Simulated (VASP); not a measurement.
**SiC5: single point with PBE**

SiC5:

```xyz
6
Lattice="4.7384 0.0000 0.0000 -2.3692 4.1036 0.0000 0.0000 0.0000 4.0765" Properties=species:S:1:pos:R:3 pbc="T T T"
Si    0.0000    0.0000    0.0000
C    -1.5795    2.7357    0.0000
C     3.1590    0.0000    0.0000
C     0.7897    1.3679    0.0000
C     0.0000    2.7357    0.0000
C     2.3692    1.3679    0.0000
```

```json
{
 "Program": "VASP 6.6.1",
 "Task": "single point",
 "Functional": "PBE",
 "Potentials or basis": "VASP PAW PBE potentials, release 64 (Si, C)",
 "Cutoff": "520 eV",
 "k mesh": "6 × 6 × 4",
 "Occupations": "gaussian, width 0.1 eV",
 "Spin": "no spin polarisation"
}
```

The pressure is 3.1 GPa and the largest force is 12.255 eV/Å. The band gap on the k mesh is zero (band 12 reaches 2.78 eV, above the bottom of band 13 at 2.61 eV).

Forces in eV/Å, atoms in the order of the input:
```
Si    0.000   0.000   0.000
C     6.128 -10.613   0.000
C   -12.255   0.000   0.000
C     6.128  10.613   0.000
C     0.000   0.000   0.000
C     0.000   0.000   0.000
```

Stress tensor (GPa, compression positive):
```
4.27 0.00 0.00
0.00 4.27 0.00
0.00 0.00 0.71
```

Levels at points of the mesh, in eV from the Fermi level:
| k point | band 8 | band 9 | band 10 | band 11 | band 12 | band 13 | band 14 | band 15 | band 16 | band 17 |
| --- | --- | --- | --- | --- | --- | --- | --- | --- | --- | --- |
| (0.00, 0.00, 0.00) | -5.16 | -2.26 | -2.26 | 0.02 | 0.02 | 0.31 | 2.26 | 3.10 | 6.39 | 6.39 |
| (0.50, 0.00, 0.00) | -4.53 | -4.39 | -3.65 | -3.24 | -1.22 | 1.93 | 3.99 | 4.53 | 4.57 | 5.88 |
| (0.00, 0.00, 0.50) | -6.09 | -2.25 | -2.25 | -0.47 | -0.47 | -0.14 | 1.17 | 6.50 | 6.50 | 7.65 |
| (0.50, 0.00, 0.50) | -4.50 | -4.37 | -4.37 | -4.17 | -1.88 | 1.14 | 4.21 | 4.35 | 6.01 | 6.82 |

Run time: 14 s on 1 thread of Intel(R) Xeon(R) 6975P-C (Granite Rapids), with other jobs on the host, peak memory 0.18 GiB.

Caveat: the k points lie up to 0.39 Å⁻¹ apart; forces of over 1 eV/Å act on the atoms, so gaps and moduli don't describe the material at rest.
